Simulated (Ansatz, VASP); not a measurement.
## One calculation of PdPt2Se3, two programs

```
Pd Pt Se
1.0
     4.00435    0.00000    0.00000
    -2.00218    3.46787    0.00000
     0.00000    0.00000    9.72355
Pd Pt Se
1 2 3
Direct
  0.00000 0.00000 0.00000
  0.33333 0.66667 0.67351
  0.66667 0.33333 0.32649
  0.33333 0.66667 0.15392
  0.66667 0.33333 0.84608
  0.00000 0.00000 0.50000
```

Change from the starting cell: species swapped into the Mn2NiO3 type (P-3m1, No. 164).

Alike in both runs: task single point; functional PBE; k mesh 6 × 6 × 2; occupations gaussian, width 0.1 eV; no spin polarisation.

```csv
,VASP,Ansatz
version,VASP 6.6.1,Ansatz 0.2.0
potentials or method,"VASP PAW PBE potentials, release 64 (Pd, Pt, Se), cutoff 520 eV","scalar-relativistic, plane waves, PAW"
valence electrons in the cell,48,102
```

|  | VASP | Ansatz | Ansatz less VASP |
| --- | --- | --- | --- |
| gap on the k mesh at the Fermi level (eV) | none | none | - |
| pressure (GPa) | -14.5 | -14.5 | +0.06 |
| rms of the force components (eV/Å) | 0.274 | 0.275 | +0.0006 |

Atom by atom the forces differ by 0.001 eV/Å (rms over components). A gap of «none» marks a metal or a gap that the smearing closes. VASP's potentials hold 48 valence electrons a cell and Ansatz's 102, so a difference there can come from the potentials and not from the codes.

Spin-orbit coupling is off throughout.
